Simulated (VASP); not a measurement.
# Sr3Rh (I4/mmm) in VASP: further runs

Runs on Sr3Rh. Level: PBE. Tasks: single point.

All numbers are computed with VASP 6.6.1; they aren't measurements. Logs are shortened: lines on timing, memory, paths and dates and some standing lists are left out, and cuts for length are marked.

## Step 1: The cell of the first run

The structure is tetragonal, space group I4/mmm (No. 139). Conventional cell: a = 5.312 Å, b = 5.312 Å, c = 9.306 Å, α = 90.00°, β = 90.00°, γ = 90.00°. Sr (site symmetry 4/mmm) has 8 Sr at 3.53 Å and 4 Rh at 3.76 Å within 4.6 Å. Within 4.6 Å of Sr (site symmetry -4m2) lie 8 Sr at 3.53 to 3.76 Å and 4 Rh at 3.53 Å. Within 4.6 Å of Rh (site symmetry 4/mmm) lie 12 Sr at 3.53 to 3.76 Å.

## Step 2: Single point, PBE

Contents of INCAR:

```
  PREC = Accurate
  ENCUT = 520
  EDIFF = 1E-6
  ISMEAR = 0
  SIGMA = 0.1
  LREAL = False
  LASPH = True
  NELM = 100
  ALGO = Fast
  ISIF = 2
  LWAVE = False
  LCHARG = False
  GGA = PE
  NBANDS = 30
```

Contents of KPOINTS:

```
Automatic mesh
0
Gamma
  6 6 6
```

Contents of POSCAR:

```
Sr3Rh
1.0
   -2.6557577597      2.6557577597      4.6529778125
    2.6557577597     -2.6557577597      4.6529778125
    2.6557577597      2.6557577597     -4.6529778125
Sr Rh
3 1
Direct
    0.5000000000      0.5000000000      0.0000000000
    0.2500000000      0.7500000000      0.5000000000
    0.7500000000      0.2500000000      0.5000000000
    0.0000000000      0.0000000000      0.0000000000
```

Potentials or basis: VASP PAW PBE potentials, release 64 (Sr_sv, Rh_pv).

Command:

```console
$ cat potpaw_PBE.64/Sr_sv/POTCAR potpaw_PBE.64/Rh_pv/POTCAR > POTCAR
$ mpirun -np 1 vasp_std > vasp.out
```

OUTCAR:

```text
PREC = Accurate
   ENCUT = 520
   EDIFF = 1E-6
   ISMEAR = 0
   LREAL = False
   LASPH = True
   NELM = 100
   ISIF = 2
   GGA = PE

 ion  position               nearest neighbor table
   1  0.500  0.500  0.000-   2 3.53   3 3.53   2 3.53   3 3.53   2 3.53   3 3.53   2 3.53   3 3.53
                             4 3.76   4 3.76   4 3.76   4 3.76
   2  0.250  0.750  0.500-   4 3.53   1 3.53   1 3.53   4 3.53   1 3.53   4 3.53   4 3.53   1 3.53
                             3 3.76   3 3.76   3 3.76   3 3.76   3 4.65   3 4.65
   3  0.750  0.250  0.500-   1 3.53   4 3.53   1 3.53   4 3.53   1 3.53   4 3.53   1 3.53   4 3.53
                             2 3.76   2 3.76   2 3.76   2 3.76   2 4.65   2 4.65
   4  0.000  0.000  0.000-   3 3.53   2 3.53   2 3.53   3 3.53   2 3.53   3 3.53   3 3.53   2 3.53
                             1 3.76   1 3.76   1 3.76   1 3.76

  LATTYP: Found a body centered tetragonal cell.
 ALAT       =     5.3115155194
 C/A-ratio  =     1.7520339705

  Lattice vectors:

 A1 = (  -2.6557577597,   2.6557577597,   4.6529778125)
 A2 = (   2.6557577597,  -2.6557577597,   4.6529778125)
 A3 = (   2.6557577597,   2.6557577597,  -4.6529778125)

Analysis of symmetry for initial positions (statically):
=====================================================================
 Subroutine PRICEL returns:
 Original cell was already a primitive cell.

 Routine SETGRP: Setting up the symmetry group for a
 body centered tetragonal supercell.

 Subroutine GETGRP returns: Found 16 space group operations
 (whereof 16 operations were pure point group operations)
 out of a pool of 16 trial point group operations.

The static configuration has the point symmetry D_4h.

Analysis of symmetry for dynamics (positions and initial velocities):
=====================================================================
 Subroutine PRICEL returns:
 Original cell was already a primitive cell.

 Routine SETGRP: Setting up the symmetry group for a
 body centered tetragonal supercell.

 Subroutine GETGRP returns: Found 16 space group operations
 (whereof 16 operations were pure point group operations)
 out of a pool of 16 trial point group operations.

The dynamic configuration has the point symmetry D_4h.

 Subroutine INISYM returns: Found 16 space group operations
 (whereof 16 operations are pure point group operations),
 and found     1 'primitive' translations

----------------------------------------------------------------------------------------

                                     Primitive cell

  volume of cell :     131.2707

  direct lattice vectors                    reciprocal lattice vectors
    -2.655757760  2.655757760  4.652977812     0.000000000  0.188270183  0.107458067
     2.655757760 -2.655757760  4.652977812     0.188270183  0.000000000  0.107458067
     2.655757760  2.655757760 -4.652977812     0.188270183  0.188270183  0.000000000

  length of vectors
     5.979657271  5.979657271  5.979657271     0.216778454  0.216778454  0.266254246

  position of ions in fractional coordinates (direct lattice)
     0.500000000  0.500000000  0.000000000
     0.250000000  0.750000000  0.500000000
     0.750000000  0.250000000  0.500000000
     0.000000000  0.000000000  0.000000000

  ion indices of the primitive-cell ions
   primitive index   ion index
                 1           1
                 2           2
                 3           3
                 4           4

----------------------------------------------------------------------------------------

 KPOINTS: Automatic mesh

Automatic generation of k-mesh.
 Grid dimensions read from file:
 generate k-points for:    6    6    6

 Generating k-lattice:

  Cartesian coordinates                     Fractional coordinates (reciprocal lattice)
     0.000000000  0.031378364  0.017909678     0.166666667  0.000000000 -0.000000000
     0.031378364  0.000000000  0.017909678     0.000000000  0.166666667 -0.000000000
     0.031378364  0.031378364  0.000000000     0.000000000  0.000000000  0.166666667

  Length of vectors
     0.036129742  0.036129742  0.044375708

  Shift w.r.t. Gamma in fractional coordinates (k-lattice)
     0.000000000  0.000000000  0.000000000

 Subroutine IBZKPT returns following result:
 ===========================================

 Found     30 irreducible k-points:

 Following reciprocal coordinates:
            Coordinates               Weight
  0.000000  0.000000  0.000000      1.000000
  0.166667  0.000000  0.000000      8.000000
  0.333333 -0.000000  0.000000      8.000000
  0.500000 -0.000000  0.000000      4.000000
  0.166667  0.166667  0.000000      8.000000
  0.333333  0.166667  0.000000     16.000000
[... 16 lines left out ...]
 -0.333333 -0.333333  0.166667      8.000000
 -0.166667 -0.333333  0.166667      8.000000
 [... further k-points ...]
   k-points           NKPTS =     30   k-points in BZ     NKDIM =     30   number of bands    NBANDS=     30
   number of dos      NEDOS =    301   number of ions     NIONS =      4
   total plane-waves  NPLWV = 110592
   dimension x,y,z NGX =    48 NGY =   48 NGZ =   48
   dimension x,y,z NGXF=    96 NGYF=   96 NGZF=   96
   ions per type =               3   1
   NGX,Y,Z   is equivalent  to a cutoff of  13.34, 13.34, 13.34 a.u.
   NGXF,Y,Z  is equivalent  to a cutoff of  26.69, 26.69, 26.69 a.u.
 SYSTEM =  unknown system
   PREC   = accura    normal or accurate (medium, high low for compatibility)
   ISTART =      0    job   : 0-new  1-cont  2-samecut
   ICHARG =      2    charge: 1-file 2-atom 10-const
   ISPIN  =      1    spin polarized calculation?
   LNONCOLLINEAR =      F non collinear calculations
   LSORBIT =      F    spin-orbit coupling
   LASPH  =      T    aspherical Exc in radial PAW
   ENCUT  =  520.0 eV  38.22 Ry    6.18 a.u.  11.12 11.12 11.12*2*pi/ulx,y,z
   NELM   =    100;   NELMIN=  2; NELMDL= -5     # of ELM steps
   EDIFF  = 0.1E-05   stopping-criterion for ELM
   LREAL  =      F    real-space projection
   EDIFFG = 0.1E-04   stopping-criterion for IOM
   NSW    =      0    number of steps for IOM
   IBRION =     -1    ionic relax: 0-MD 1-quasi-New 2-CG
   NFREE  =      0    steps in history (QN), initial steepest desc. (CG)
   ISIF   =      2    stress and relaxation
   ISYM   =      2    0-nonsym 1-usesym 2-fastsym
   POTIM  = 0.5000    time-step for ionic-motion
   TEBEG  =    0.0;   TEEND  =   0.0 temperature during run
   PSTRESS=    0.0 pullay stress
   NELECT =      45.0000    total number of electrons
   NUPDOWN=      -1.0000    fix difference up-down
   EMIN   =  10.00;   EMAX   =-10.00  energy-range for DOS
   EFERMI =   0.00;   METHOD = LEGACY
   ISMEAR =     0;   SIGMA  =   0.10  broadening in eV -4-tet -1-fermi 0-gaus
   EFERMI_NEDOS =   21; number of points for ismear=-14 and -15
   IALGO  =     68    algorithm
   IMIX   =      4    mixing-type and parameters
     AMIX     =   0.40;   BMIX     =  1.00
     AMIX_MAG =   1.60;   BMIX_MAG =  1.00
  volume/ion in A,a.u.               =      32.82       221.46
  Fermi-wavevector in a.u.,A,eV,Ry     =   1.145750  2.165153 17.860940  1.312742
  Thomas-Fermi vector in A             =   2.282437
   LORBIT       =      0    0 simple, 1 ext, 2 COOP (PROOUT), +10 PAW based schemes
   GGA     = PE    functional components
   LHFCALC =     F    Hartree Fock is set to
   AEXX    =    0.0000 exact exchange contribution
   IVDW    =     0    specifies the selected vdW correction
   LEPSILON=     F    determine dielectric tensor
   LRPA    =     F    only Hartree local field effects (RPA)
 non-spin polarized calculation
 RMM-DIIS sequential band-by-band and
 Gauss-broadening in eV      SIGMA  =   0.10
  energy-cutoff  :      520.00
  volume of cell :      131.27
 maximum number of plane-waves:      3554
 NGX is ok and might be reduce to    48
   NGX = 23   NGY = 23   NGZ = 23

 number of electron      45.0000001 magnetization

 Free energy of the ion-electron system (eV)
  ---------------------------------------------------
  ext. energy  EPLUGINS =         0.00000000
  ---------------------------------------------------
  free energy    TOTEN  =       -11.31098197 eV

  energy without entropy =      -11.29439055  energy(sigma->0) =      -11.30268626

 E-fermi :   3.5671     XC(G=0):  -9.0981

 val. band max:        3.5292891606   @ k =   0.3333   0.1667   0.0000
 cond. band min:       3.5908592529   @ k =   0.3333   0.3333   0.1667
 fundamental gap:      0.0615700922
 Fermi energy:         3.5671096665

 k-point     1 :       0.0000    0.0000    0.0000
  band No.  band energies     occupation
      1     -41.7400      2.00000
      2     -41.6830      2.00000
      3     -41.6830      2.00000
      4     -32.8977      2.00000
      5     -32.3548      2.00000
      6     -32.3118      2.00000
[... 22 lines left out ...]
     29       5.6478      0.00000
     30       7.3947      0.00000

 k-point     2 :       0.1667    0.0000    0.0000
  band No.  band energies     occupation
      1     -41.7400      2.00000
      2     -41.6831      2.00000
      3     -41.6830      2.00000
      4     -32.8958      2.00000
      5     -32.3532      2.00000
      6     -32.3154      2.00000
[... 22 lines left out ...]
     29       5.5561      0.00000
     30       6.7786      0.00000

 k-point     3 :       0.3333   -0.0000    0.0000
  band No.  band energies     occupation
      1     -41.7400      2.00000
      2     -41.6831      2.00000
      3     -41.6830      2.00000
      4     -32.8921      2.00000
      5     -32.3475      2.00000
      6     -32.3249      2.00000
[... 22 lines left out ...]
     29       5.7183      0.00000
     30       6.3881      0.00000

 k-point     4 :       0.5000   -0.0000    0.0000
  band No.  band energies     occupation
      1     -41.7400      2.00000
      2     -41.6831      2.00000
      3     -41.6830      2.00000
      4     -32.8902      2.00000
      5     -32.3386      2.00000
      6     -32.3358      2.00000
[... 22 lines left out ...]
     29       5.9609      0.00000
     30       6.7061      0.00000

 k-point     5 :       0.1667    0.1667    0.0000
  band No.  band energies     occupation
      1     -41.7400      2.00000
      2     -41.6831      2.00000
      3     -41.6831      2.00000
      4     -32.8933      2.00000
      5     -32.3525      2.00000
      6     -32.3187      2.00000
[... 22 lines left out ...]
     29       5.5366      0.00000
     30       6.1336      0.00000
[... 526 lines left out ...]
     29       5.9219      0.00000
     30       6.4830      0.00000

 k-point    22 :      -0.1667    0.5000    0.1667
  band No.  band energies     occupation
      1     -41.7400      2.00000
      2     -41.6831      2.00000
      3     -41.6830      2.00000
      4     -32.8897      2.00000
      5     -32.3497      2.00000
      6     -32.3254      2.00000
[... 22 lines left out ...]
     29       5.9605      0.00000
     30       6.6983      0.00000

 k-point    23 :      -0.3333   -0.3333    0.1667
  band No.  band energies     occupation
      1     -41.7400      2.00000
      2     -41.6831      2.00000
      3     -41.6831      2.00000
      4     -32.8898      2.00000
      5     -32.3557      2.00000
      6     -32.3194      2.00000
[... 22 lines left out ...]
     29       5.6496      0.00000
     30       6.4356      0.00000

 k-point    24 :      -0.1667   -0.3333    0.1667
  band No.  band energies     occupation
      1     -41.7400      2.00000
      2     -41.6831      2.00000
      3     -41.6830      2.00000
      4     -32.8922      2.00000
      5     -32.3565      2.00000
      6     -32.3160      2.00000
[... 22 lines left out ...]
     29       5.6372      0.00000
     30       6.4970      0.00000

 [... further k-points ...]
[... 5 lines left out ...]
  --------------------------------------------------------------------------------------
  -------------------------------------------------------------------------------------
  Total        0.3200532      0.3200532      0.0082251      0.0000000      0.0000000      0.0000000
  in kB        3.9062932      3.9062932      0.1003889      0.0000000      0.0000000      0.0000000
  external PRESSURE =       2.6376585 kB  Pullay stress =       0.0000000 kB

 VOLUME and BASIS-vectors are now :
 -----------------------------------------------------------------------------
  energy-cutoff  :      520.00
  volume of cell :      131.27
      direct lattice vectors                 reciprocal lattice vectors
    -2.655757760  2.655757760  4.652977812     0.000000000  0.188270183  0.107458067
     2.655757760 -2.655757760  4.652977812     0.188270183  0.000000000  0.107458067
     2.655757760  2.655757760 -4.652977812     0.188270183  0.188270183  0.000000000

 POSITION                                       TOTAL-FORCE (eV/Angst)
 -----------------------------------------------------------------------------------
      0.00000      0.00000      4.65298        -0.000000     -0.000000     -0.000000
      2.65576      0.00000      2.32649        -0.000000      0.000000     -0.000000
      0.00000      2.65576      2.32649         0.000000     -0.000000      0.000000
      0.00000      0.00000      0.00000        -0.000000     -0.000000     -0.000000
 -----------------------------------------------------------------------------------
    total drift:                                0.000000     -0.000000      0.000000

  FREE ENERGIE OF THE ION-ELECTRON SYSTEM (eV)
  ---------------------------------------------------
  free  energy   TOTEN  =       -11.3109819711 eV

  energy  without entropy=      -11.2943905457  energy(sigma->0) =      -11.30268626
```

It took 1.7 min on 1 thread of Intel Xeon 6975P-C (Granite Rapids), shared host; peak memory 0.36 GiB.

Results:

```
Free energy : -11.3110 eV
Pressure    : 0.3 GPa
```

Stress tensor (GPa, compression positive):
```
0.39 0.00 0.00
0.00 0.39 0.00
0.00 0.00 0.01
```

## Step 3: Single point, PBE

This run uses another cell than the first one, of 27.77 Å³/atom, 0.846 times its volume.

Contents of INCAR:

```
PREC = Accurate
ENCUT = 520
EDIFF = 1E-7
ISMEAR = 0
SIGMA = 0.1
LREAL = False
LASPH = True
NELM = 60
ALGO = Fast
ISIF = 2
LWAVE = False
LCHARG = True
GGA = PE
LELF = True
LVHAR = True
NBANDS = 30
```

KPOINTS is that of step 2.

Contents of POSCAR:

```
Sr3Rh
1.0
   -2.3164356039      2.3164356039      5.1743756348
    2.3164356039     -2.3164356039      5.1743756348
    2.3164356039      2.3164356039     -5.1743756348
Sr Rh
3 1
Direct
    0.5000000000      0.5000000000      0.0000000000
    0.2500000000      0.7500000000      0.5000000000
    0.7500000000      0.2500000000      0.5000000000
    0.0000000000      0.0000000000      0.0000000000
```

Potentials or basis: VASP PAW PBE potentials, release 64 (Sr_sv, Rh_pv).

Command:

```console
$ cat potpaw_PBE.64/Sr_sv/POTCAR potpaw_PBE.64/Rh_pv/POTCAR > POTCAR
$ mpirun -np 1 vasp_std > vasp.out
```

Run time: 2 min. Hardware: 1 thread of Intel Xeon 6975P-C (Granite Rapids), shared host; peak memory 0.36 GiB.

The run converged. Its results:

```
Free energy : -10.7877 eV
Pressure    : 6.8 GPa
```

Stress tensor (GPa, compression positive):
```
7.44 0.00 0.00
0.00 7.44 0.00
0.00 0.00 5.42
```

Levels at points of the mesh, in eV from the Fermi level:
| k point | band 19 | band 20 | band 21 | band 22 | band 23 | band 24 | band 25 | band 26 | band 27 | band 28 |
| --- | --- | --- | --- | --- | --- | --- | --- | --- | --- | --- |
| (0.00, 0.00, 0.00) | -1.75 | -1.35 | -1.35 | -1.06 | 0.07 | 1.00 | 1.04 | 1.04 | 2.57 | 2.72 |
| (0.50, 0.00, 0.00) | -1.46 | -1.44 | -1.22 | -0.92 | -0.20 | 0.27 | 0.96 | 1.11 | 1.60 | 2.76 |
| (0.50, 0.50, 0.00) | -1.46 | -1.30 | -0.99 | -0.52 | 0.29 | 0.39 | 0.83 | 1.48 | 1.63 | 2.05 |
| (0.50, 0.50, 0.50) | -2.25 | -1.82 | -1.82 | -1.61 | -0.45 | 0.77 | 1.53 | 1.53 | 2.20 | 2.29 |
